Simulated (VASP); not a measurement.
# CaSe (R-3m) in VASP: single point with PBE

Aim: the single point of CaSe with PBE.

Program: VASP 6.6.1. These are calculated values, not measurements. Logs are shortened: lines on timing, memory, paths and dates and some standing lists are left out, and cuts for length are marked.

## 1. The cell of the first run

It takes space group R-3m (No. 166, trigonal). Conventional cell: a = 4.407 Å, b = 4.407 Å, c = 9.913 Å, α = 90.00°, β = 90.00°, γ = 120.00°. Ca (site symmetry -3m) has 6 Se at 3.03 Å within 4.0 Å. Se (site symmetry -3m) has 6 Ca at 3.03 Å within 4.0 Å.

## 2. Single point, PBE (epitaxial 111 strain +5.0%)

File INCAR:

```
PREC = Accurate
ENCUT = 520
EDIFF = 1E-7
ISMEAR = 0
SIGMA = 0.01
LREAL = False
LASPH = True
NELM = 100
ALGO = Normal
ISIF = 2
LWAVE = False
LCHARG = True
GGA = PE
LELF = True
LVHAR = True
NBANDS = 15
```

File KPOINTS:

```
Automatic mesh
0
Gamma
  4 4 4
```

File POSCAR:

```
CaSe
1.0
   -0.1695055199      2.9464063484      2.9464063484
    2.9464063484     -0.1695055199      2.9464063484
    2.9464063484      2.9464063484     -0.1695055199
Ca Se
1 1
Direct
    0.0000000000      0.0000000000      0.0000000000
    0.5000000000      0.5000000000      0.5000000000
```

Potentials or basis: VASP PAW PBE potentials, release 64 (Ca_sv, Se).

On the command line:

```bash
cat potpaw_PBE.64/Ca_sv/POTCAR potpaw_PBE.64/Se/POTCAR > POTCAR
mpirun -np 1 vasp_std > vasp.out
```

OUTCAR:

```text
PREC = Accurate
   ENCUT = 520
   EDIFF = 1E-7
   ISMEAR = 0
   LREAL = False
   LASPH = True
   NELM = 100
   ISIF = 2
   GGA = PE

 ion  position               nearest neighbor table
   1  0.000  0.000  0.000-
   2  0.500  0.500  0.500-

  LATTYP: Found a trigonal (rhomboedric) cell.
 ALAT       =     4.1702940977
 COS(alpha) =     0.4417394179

  Lattice vectors:

 A1 = (  -0.1695055199,   2.9464063484,   2.9464063484)
 A2 = (   2.9464063484,  -0.1695055199,   2.9464063484)
 A3 = (   2.9464063484,   2.9464063484,  -0.1695055199)

Analysis of symmetry for initial positions (statically):
=====================================================================
 Subroutine PRICEL returns:
 Original cell was already a primitive cell.

 Routine SETGRP: Setting up the symmetry group for a
 trigonal (rhombohedral) supercell.

 Subroutine GETGRP returns: Found 12 space group operations
 (whereof 12 operations were pure point group operations)
 out of a pool of 12 trial point group operations.

The static configuration has the point symmetry D_3d.

Analysis of symmetry for dynamics (positions and initial velocities):
=====================================================================
 Subroutine PRICEL returns:
 Original cell was already a primitive cell.

 Routine SETGRP: Setting up the symmetry group for a
 trigonal (rhombohedral) supercell.

 Subroutine GETGRP returns: Found 12 space group operations
 (whereof 12 operations were pure point group operations)
 out of a pool of 12 trial point group operations.

The dynamic configuration has the point symmetry D_3d.

 Subroutine INISYM returns: Found 12 space group operations
 (whereof 12 operations are pure point group operations),
 and found     1 'primitive' translations

----------------------------------------------------------------------------------------

                                     Primitive cell

  volume of cell :      55.5671

  direct lattice vectors                    reciprocal lattice vectors
    -0.169505520  2.946406348  2.946406348    -0.155714175  0.165219164  0.165219164
     2.946406348 -0.169505520  2.946406348     0.165219164 -0.155714175  0.165219164
     2.946406348  2.946406348 -0.169505520     0.165219164  0.165219164 -0.155714175

  length of vectors
     4.170294098  4.170294098  4.170294098     0.280787551  0.280787551  0.280787551

  position of ions in fractional coordinates (direct lattice)
     0.000000000  0.000000000  0.000000000
     0.500000000  0.500000000  0.500000000

  ion indices of the primitive-cell ions
   primitive index   ion index
                 1           1
                 2           2

----------------------------------------------------------------------------------------

 KPOINTS: Automatic mesh

Automatic generation of k-mesh.
 Grid dimensions read from file:
 generate k-points for:    4    4    4

 Generating k-lattice:

  Cartesian coordinates                     Fractional coordinates (reciprocal lattice)
    -0.038928544  0.041304791  0.041304791     0.250000000  0.000000000 -0.000000000
     0.041304791 -0.038928544  0.041304791     0.000000000  0.250000000 -0.000000000
     0.041304791  0.041304791 -0.038928544     0.000000000  0.000000000  0.250000000

  Length of vectors
     0.070196888  0.070196888  0.070196888

  Shift w.r.t. Gamma in fractional coordinates (k-lattice)
     0.000000000  0.000000000  0.000000000

 Subroutine IBZKPT returns following result:
 ===========================================

 Found     13 irreducible k-points:

 Following reciprocal coordinates:
            Coordinates               Weight
  0.000000  0.000000  0.000000      1.000000
  0.250000  0.000000 -0.000000      6.000000
  0.500000  0.000000 -0.000000      3.000000
  0.250000  0.250000  0.000000      6.000000
  0.500000  0.250000  0.000000     12.000000
 -0.250000  0.250000  0.000000      6.000000
  0.500000  0.500000  0.000000      3.000000
  0.250000  0.250000  0.250000      2.000000
  0.500000  0.250000  0.250000      6.000000
 -0.250000  0.250000  0.250000      6.000000
  0.500000  0.500000  0.250000      6.000000
 -0.250000  0.500000  0.250000      6.000000
  0.500000  0.500000  0.500000      1.000000
   k-points           NKPTS =     13   k-points in BZ     NKDIM =     13   number of bands    NBANDS=     15
   number of dos      NEDOS =    301   number of ions     NIONS =      2
   total plane-waves  NPLWV =  32768
   dimension x,y,z NGX =    32 NGY =   32 NGZ =   32
   dimension x,y,z NGXF=    64 NGYF=   64 NGZF=   64
   ions per type =               1   1
   NGX,Y,Z   is equivalent  to a cutoff of  12.76, 12.76, 12.76 a.u.
   NGXF,Y,Z  is equivalent  to a cutoff of  25.51, 25.51, 25.51 a.u.
 SYSTEM =  unknown system
   PREC   = accura    normal or accurate (medium, high low for compatibility)
   ISTART =      0    job   : 0-new  1-cont  2-samecut
   ICHARG =      2    charge: 1-file 2-atom 10-const
   ISPIN  =      1    spin polarized calculation?
   LNONCOLLINEAR =      F non collinear calculations
   LSORBIT =      F    spin-orbit coupling
   LASPH  =      T    aspherical Exc in radial PAW
   ENCUT  =  520.0 eV  38.22 Ry    6.18 a.u.   7.75  7.75  7.75*2*pi/ulx,y,z
   NELM   =    100;   NELMIN=  2; NELMDL= -5     # of ELM steps
   EDIFF  = 0.1E-06   stopping-criterion for ELM
   LREAL  =      F    real-space projection
   EDIFFG = 0.1E-05   stopping-criterion for IOM
   NSW    =      0    number of steps for IOM
   IBRION =     -1    ionic relax: 0-MD 1-quasi-New 2-CG
   NFREE  =      0    steps in history (QN), initial steepest desc. (CG)
   ISIF   =      2    stress and relaxation
   ISYM   =      2    0-nonsym 1-usesym 2-fastsym
   POTIM  = 0.5000    time-step for ionic-motion
   TEBEG  =    0.0;   TEEND  =   0.0 temperature during run
   PSTRESS=    0.0 pullay stress
   NELECT =      16.0000    total number of electrons
   NUPDOWN=      -1.0000    fix difference up-down
   EMIN   =  10.00;   EMAX   =-10.00  energy-range for DOS
   EFERMI =   0.00;   METHOD = LEGACY
   ISMEAR =     0;   SIGMA  =   0.01  broadening in eV -4-tet -1-fermi 0-gaus
   EFERMI_NEDOS =   21; number of points for ismear=-14 and -15
   IALGO  =     38    algorithm
   IMIX   =      4    mixing-type and parameters
     AMIX     =   0.40;   BMIX     =  1.00
     AMIX_MAG =   1.60;   BMIX_MAG =  1.00
  volume/ion in A,a.u.               =      27.78       187.49
  Fermi-wavevector in a.u.,A,eV,Ry     =   1.081041  2.042872 15.900458  1.168651
  Thomas-Fermi vector in A             =   2.217048
   LORBIT       =      0    0 simple, 1 ext, 2 COOP (PROOUT), +10 PAW based schemes
   GGA     = PE    functional components
   LHFCALC =     F    Hartree Fock is set to
   AEXX    =    0.0000 exact exchange contribution
   IVDW    =     0    specifies the selected vdW correction
   LEPSILON=     F    determine dielectric tensor
   LRPA    =     F    only Hartree local field effects (RPA)
 non-spin polarized calculation
 Gauss-broadening in eV      SIGMA  =   0.01
  energy-cutoff  :      520.00
  volume of cell :       55.57
 maximum number of plane-waves:      1508
   NGX = 15   NGY = 15   NGZ = 15

 number of electron      16.0000000 magnetization

 Free energy of the ion-electron system (eV)
  ---------------------------------------------------
  ext. energy  EPLUGINS =         0.00000000
  ---------------------------------------------------
  free energy    TOTEN  =        -9.41498533 eV

  energy without entropy =       -9.41498533  energy(sigma->0) =       -9.41498533

 E-fermi :   2.3615     XC(G=0):  -8.8576

 val. band max:        2.2781314946   @ k =   0.0000   0.0000   0.0000
 cond. band min:       4.1440281843   @ k =   0.5000   0.5000   0.0000
 fundamental gap:      1.8658966897
 Fermi energy:         2.3614684575

 k-point     1 :       0.0000    0.0000    0.0000
  band No.  band energies     occupation
      1     -38.0236      2.00000
      2     -19.0177      2.00000
      3     -18.9958      2.00000
      4     -18.9958      2.00000
      5      -9.5633      2.00000
      6       1.8723      2.00000
      7       1.8723      2.00000
      8       2.2781      2.00000
      9       4.8486      0.00000
     10       5.4832      0.00000
     11       5.4832      0.00000
     12       6.1798      0.00000
     13       6.2260      0.00000
     14       6.2260      0.00000
     15      11.6200      0.00000

 k-point     2 :       0.2500    0.0000   -0.0000
  band No.  band energies     occupation
      1     -38.0215      2.00000
      2     -19.0428      2.00000
      3     -19.0141      2.00000
      4     -18.9966      2.00000
      5      -9.3019      2.00000
      6       0.0757      2.00000
      7       1.2990      2.00000
      8       1.6504      2.00000
      9       5.6435      0.00000
     10       6.1585      0.00000
     11       6.4906      0.00000
     12       7.2105      0.00000
     13       7.3819      0.00000
     14       7.5586      0.00000
     15      10.9144      0.00000

 k-point     3 :       0.5000    0.0000   -0.0000
  band No.  band energies     occupation
      1     -38.0195      2.00000
      2     -19.0804      2.00000
      3     -19.0192      2.00000
      4     -18.9975      2.00000
      5      -9.0124      2.00000
      6      -1.0721      2.00000
      7       0.8774      2.00000
      8       1.2317      2.00000
      9       6.4573      0.00000
     10       6.9779      0.00000
     11       7.0322      0.00000
     12       7.6209      0.00000
     13       8.8982      0.00000
     14       9.0669      0.00000
     15       9.6733      0.00000
[... 145 lines left out ...]
 k-point    12 :      -0.2500    0.5000    0.2500
  band No.  band energies     occupation
      1     -38.0174      2.00000
      2     -19.0679      2.00000
      3     -19.0294      2.00000
      4     -19.0258      2.00000
      5      -8.9858      2.00000
      6       0.0964      2.00000
      7       0.2263      2.00000
      8       0.5042      2.00000
      9       6.2609      0.00000
     10       6.2976      0.00000
     11       6.9543      0.00000
     12       7.3923      0.00000
     13       7.8172      0.00000
     14       9.9811      0.00000
     15      10.5788      0.00000

 k-point    13 :       0.5000    0.5000    0.5000
  band No.  band energies     occupation
      1     -38.0173      2.00000
      2     -19.1087      2.00000
      3     -19.0062      2.00000
      4     -19.0062      2.00000
      5      -8.9038      2.00000
      6      -0.9124      2.00000
      7       0.6765      2.00000
      8       0.6765      2.00000
      9       6.1372      0.00000
     10       7.3171      0.00000
     11       7.4371      0.00000
     12       7.4371      0.00000
     13       9.2086      0.00000
     14       9.2086      0.00000
     15       9.3820      0.00000

------------------------ aborting loop because EDIFF is reached ----------------------------------------

  FORCE on cell =-STRESS in cart. coord.  units (eV):
  Direction    XX          YY          ZZ          XY          YZ          ZX
  --------------------------------------------------------------------------------------
  -------------------------------------------------------------------------------------
  Total       -0.6901177     -0.6901177     -0.6901177      0.4619432      0.4619432      0.4619432
  in kB      -19.8983167    -19.8983167    -19.8983167     13.3193109     13.3193109     13.3193109
  external PRESSURE =     -19.8983167 kB  Pullay stress =       0.0000000 kB

 VOLUME and BASIS-vectors are now :
 -----------------------------------------------------------------------------
  energy-cutoff  :      520.00
  volume of cell :       55.57
      direct lattice vectors                 reciprocal lattice vectors
    -0.169505520  2.946406348  2.946406348    -0.155714175  0.165219164  0.165219164
     2.946406348 -0.169505520  2.946406348     0.165219164 -0.155714175  0.165219164
     2.946406348  2.946406348 -0.169505520     0.165219164  0.165219164 -0.155714175

 POSITION                                       TOTAL-FORCE (eV/Angst)
 -----------------------------------------------------------------------------------
      0.00000      0.00000      0.00000         0.000000      0.000000     -0.000000
      2.86165      2.86165      2.86165        -0.000000     -0.000000      0.000000
 -----------------------------------------------------------------------------------
    total drift:                                0.000000     -0.000000     -0.000000

  FREE ENERGIE OF THE ION-ELECTRON SYSTEM (eV)
  ---------------------------------------------------
  free  energy   TOTEN  =        -9.4149853276 eV

  energy  without entropy=       -9.4149853276  energy(sigma->0) =       -9.41498533
```

Wall time 7.1 s (1 thread of AMD EPYC 9R45 (Zen 5), shared host); peak memory 0.15 GiB.

What came out:

| Quantity | Value |
| --- | --- |
| Free energy | -9.4150 eV |
| Pressure | -2.0 GPa |
| Band gap on the k mesh | 1.87 eV, indirect (least direct gap 2.57 eV) |

Caveat: the k points lie up to 0.44 Å⁻¹ apart; the cell differs from its parent crystal (epitaxial 111 strain +5.0%). A k mesh can miss the band edges.
